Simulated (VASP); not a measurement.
# Hg (P6/mmm) in VASP: further runs, part 2 of 2

VASP 6.6.1.

## (3) Single point, PBE (volume scaled by 0.68)

The input, INCAR:

```
  PREC = Accurate
  ENCUT = 520
  EDIFF = 1E-6
  ISMEAR = -1
  SIGMA = 0.05
  LREAL = F
  LASPH = T
  NELM = 60
  ALGO = Normal
  ISIF = 2
  LWAVE = F
  LCHARG = F
  GGA = PE
  NBANDS = 25
```

The input, KPOINTS:

```
regular mesh
0
Gamma
  7 7 10
```

The input, POSCAR:

```
Hg
1.0
    4.9230959199      0.0000000000      0.0000000000
   -2.4615479599      4.2635261319      0.0000000000
    0.0000000000      0.0000000000      2.8643958976
Hg
3
Direct
    0.0000000000      0.0000000000      0.0000000000
    0.3333333333      0.6666666667      0.5000000000
    0.6666666667      0.3333333333      0.5000000000
```

Potentials or basis: VASP PAW PBE potentials, release 64 (Hg).

Started as:

```
$ cat potpaw_PBE.64/Hg/POTCAR > POTCAR
$ mpirun -np 1 vasp_std > vasp.out
```

OUTCAR:

```text
PREC = Accurate
   ENCUT = 520
   EDIFF = 1E-6
   ISMEAR = -1
   LREAL = F
   LASPH = T
   NELM = 60
   ISIF = 2
   GGA = PE

 ion  position               nearest neighbor table
   1  0.000  0.000  0.000-   2 3.18   3 3.18   2 3.18   3 3.18   2 3.18   2 3.18   3 3.18   3 3.18
                             3 3.18   3 3.18   2 3.18   2 3.18
   2  0.333  0.667  0.500-   3 2.84   3 2.84   3 2.84   1 3.18   1 3.18   1 3.18   1 3.18   1 3.18
                             1 3.18
   3  0.667  0.333  0.500-   2 2.84   2 2.84   2 2.84   1 3.18   1 3.18   1 3.18   1 3.18   1 3.18
                             1 3.18

  LATTYP: Found a hexagonal cell.
 ALAT       =     4.9230959199
 C/A-ratio  =     0.5818281716

  Lattice vectors:

 A1 = (   4.9230959199,   0.0000000000,   0.0000000000)
 A2 = (  -2.4615479599,   4.2635261319,   0.0000000000)
 A3 = (   0.0000000000,   0.0000000000,   2.8643958976)

Analysis of symmetry for initial positions (statically):
=====================================================================
 Subroutine PRICEL returns:
 Original cell was already a primitive cell.

 Routine SETGRP: Setting up the symmetry group for a
 hexagonal supercell.

 Subroutine GETGRP returns: Found 24 space group operations
 (whereof 24 operations were pure point group operations)
 out of a pool of 24 trial point group operations.

The static configuration has the point symmetry D_6h.

Analysis of symmetry for dynamics (positions and initial velocities):
=====================================================================
 Subroutine PRICEL returns:
 Original cell was already a primitive cell.

 Routine SETGRP: Setting up the symmetry group for a
 hexagonal supercell.

 Subroutine GETGRP returns: Found 24 space group operations
 (whereof 24 operations were pure point group operations)
 out of a pool of 24 trial point group operations.

[... 116 lines left out ...]
   EFERMI =   0.00;   METHOD = LEGACY
   ISMEAR =    -1;   SIGMA  =   0.05  broadening in eV -4-tet -1-fermi 0-gaus
   EFERMI_NEDOS =   21; number of points for ismear=-14 and -15
   IALGO  =     38    algorithm
   IMIX   =      4    mixing-type and parameters
     AMIX     =   0.40;   BMIX     =  1.00
     AMIX_MAG =   1.60;   BMIX_MAG =  1.00
  volume/ion in A,a.u.               =      20.04       135.24
  Fermi-wavevector in a.u.,A,eV,Ry     =   1.379841  2.607521 25.904948  1.903960
  Thomas-Fermi vector in A             =   2.504773
   LORBIT       =      0    0 simple, 1 ext, 2 COOP (PROOUT), +10 PAW based schemes
   GGA     = PE    functional components
   LHFCALC =     F    Hartree Fock is set to
   AEXX    =    0.0000 exact exchange contribution
   IVDW    =     0    specifies the selected vdW correction
   LEPSILON=     F    determine dielectric tensor
   LRPA    =     F    only Hartree local field effects (RPA)
 non-spin polarized calculation
  energy-cutoff  :      520.00
  volume of cell :       60.12
 maximum number of plane-waves:      1630
 NGX is ok and might be reduce to    40
   NGX = 19   NGY = 19   NGZ = 11

 number of electron      36.0000002 magnetization

 Free energy of the ion-electron system (eV)
  ---------------------------------------------------
  ext. energy  EPLUGINS =         0.00000000
  ---------------------------------------------------
  free energy    TOTEN  =         0.52010629 eV

  energy without entropy =        0.52831282  energy(sigma->0) =        0.52420956

 E-fermi :   4.3386     XC(G=0): -11.7784

 val. band max:        4.2629180597   @ k =   0.4286   0.0000   0.5000
 cond. band min:       4.3402129739   @ k =   0.1429  -0.0000   0.3000
 fundamental gap:      0.0772949142
 Fermi energy:         4.3385959885

 k-point     1 :       0.0000    0.0000    0.0000
  band No.  band energies     occupation
      1      -6.3266      2.00000
      2      -4.8970      2.00000
      3      -4.1649      2.00000
      4      -3.8927      2.00000
      5      -3.5170      2.00000
      6      -3.5170      2.00000
[... 661 lines left out ...]
     24      13.5481      0.00000
     25      15.6762      0.00000

 [... further k-points ...]

------------------------ aborting loop because EDIFF is reached ----------------------------------------

  FORCE on cell =-STRESS in cart. coord.  units (eV):
  Direction    XX          YY          ZZ          XY          YZ          ZX
  --------------------------------------------------------------------------------------
  -------------------------------------------------------------------------------------
  Total        7.6956740      7.6956740      7.6996189      0.0000000     -0.0000000      0.0000000
  in kB      205.0770083    205.0770083    205.1821353      0.0000000     -0.0000000      0.0000000
  external PRESSURE =     205.1120506 kB  Pullay stress =       0.0000000 kB

 VOLUME and BASIS-vectors are now :
 -----------------------------------------------------------------------------
  energy-cutoff  :      520.00
  volume of cell :       60.12
      direct lattice vectors                 reciprocal lattice vectors
     4.923095920  0.000000000  0.000000000     0.203124216  0.117273821  0.000000000
    -2.461547960  4.263526132  0.000000000     0.000000000  0.234547642  0.000000000
     0.000000000  0.000000000  2.864395898     0.000000000  0.000000000  0.349113752

 POSITION                                       TOTAL-FORCE (eV/Angst)
 -----------------------------------------------------------------------------------
      0.00000      0.00000      0.00000         0.000000     -0.000000      0.000000
     -0.00000      2.84235      1.43220         0.000000      0.000000      0.000000
      2.46155      1.42118      1.43220         0.000000      0.000000      0.000000
 -----------------------------------------------------------------------------------
    total drift:                                0.000000     -0.000000      0.000000

  FREE ENERGIE OF THE ION-ELECTRON SYSTEM (eV)
  ---------------------------------------------------
  free  energy   TOTEN  =         0.5201062927 eV

  energy  without entropy=        0.5283128241  energy(sigma->0) =        0.52420956
```

OSZICAR:

```text
N       E                     dE             d eps       ncg     rms          rms(c)
DAV:   1     0.312065350884E+03    0.31207E+03   -0.19128E+04  2400   0.145E+03
DAV:   2     0.806050397144E+01   -0.30400E+03   -0.29009E+03  2421   0.386E+02
DAV:   3     0.393753175296E+00   -0.76668E+01   -0.76305E+01  2876   0.690E+01
DAV:   4     0.376398388736E+00   -0.17355E-01   -0.17342E-01  2681   0.291E+00
DAV:   5     0.376376511163E+00   -0.21878E-04   -0.21877E-04  2860   0.107E-01    0.114E+01
DAV:   6     0.502804796145E+00    0.12643E+00   -0.26261E-01  2665   0.518E+00    0.771E+00
DAV:   7     0.517486182609E+00    0.14681E-01   -0.86865E-02  2716   0.262E+00    0.140E+00
DAV:   8     0.520175630657E+00    0.26894E-02   -0.16909E-02  2534   0.135E+00    0.129E-01
DAV:   9     0.520141335624E+00   -0.34295E-04   -0.89711E-05  2808   0.857E-02    0.309E-02
DAV:  10     0.520107778013E+00   -0.33558E-04   -0.21316E-05  2605   0.386E-02    0.629E-03
DAV:  11     0.520106129301E+00   -0.16487E-05   -0.23930E-06  2534   0.140E-02    0.149E-03
DAV:  12     0.520106292747E+00    0.16345E-06   -0.11502E-07  1305   0.338E-03
   1 F= 0.52010629E+00 E0= 0.52420956E+00  d E =-.820653E-02
```

It took 2 min on 1 thread of AMD EPYC 7R13, shared host; peak memory 0.19 GiB.

Results:

- Free energy: 0.5201 eV
- Pressure: 20.5 GPa
- Band gap on the k mesh: zero (band 18 reaches 8.06 eV, above the bottom of band 19 at 3.13 eV)

Caveat: the cell differs from its parent crystal (volume scaled by 0.68); spin-orbit coupling is left out, which moves the levels of the heavy elements.

## (4) Single point, PBE

This run uses another cell than the first one, of 22.40 Å³/atom, 1.118 times its volume.

The input, INCAR:

```
PREC     = Accurate       # precision mode
ENCUT    = 520            # plane-wave cutoff, eV
EDIFF    = 1E-6           # SCF threshold, eV
ISMEAR   = -1             # smearing method
SIGMA    = 0.05           # smearing width, eV
LREAL    = False          # projectors in reciprocal space
LASPH    = True           # aspherical terms in the spheres
NELM     = 100            # most SCF steps
ALGO     = Normal         # electronic algorithm
ISIF     = 2              # what is computed and relaxed
LWAVE    = False          # write WAVECAR
LCHARG   = False          # write CHGCAR
GGA      = PE             # functional
NBANDS   = 25             # bands
```

KPOINTS is that of step 3.

The input, POSCAR:

```
Hg
1.0
    5.1236383797      0.0000000000      0.0000000000
   -2.5618191899      4.4372009966      0.0000000000
    0.0000000000      0.0000000000      2.9556797576
Hg
3
Direct
    0.0000000000      0.0000000000      0.0000000000
    0.3333333333      0.6666666667      0.5000000000
    0.6666666667      0.3333333333      0.5000000000
```

Started as:

```
$ cat potpaw_PBE.64/Hg/POTCAR > POTCAR
$ mpirun -np 1 vasp_std > vasp.out
```

Wall time 2.1 min (1 thread of AMD EPYC 7R13, shared host); peak memory 0.19 GiB.

The run converged. Its results:

- Free energy: -0.1161 eV
- Pressure: 9.3 GPa
- Band gap on the k mesh: zero (band 18 reaches 6.77 eV, above the bottom of band 19 at 1.74 eV)

Stress tensor (GPa, compression positive):
```
9.19 0.00 0.00
0.00 9.19 0.00
0.00 0.00 9.57
```

Levels at points of the mesh, in eV from the Fermi level:
| k point | band 14 | band 15 | band 16 | band 17 | band 18 | band 19 | band 20 | band 21 | band 22 | band 23 |
| --- | --- | --- | --- | --- | --- | --- | --- | --- | --- | --- |
| (0.00, 0.00, 0.00) | -6.45 | -5.81 | -5.81 | -1.07 | -0.63 | 1.81 | 1.81 | 1.85 | 1.85 | 9.46 |
| (0.00, 0.00, 0.50) | -6.00 | -5.39 | -2.96 | -2.82 | 3.61 | 3.63 | 3.78 | 3.87 | 4.44 | 4.44 |

Caveat: spin-orbit coupling is left out, which moves the levels of the heavy elements.
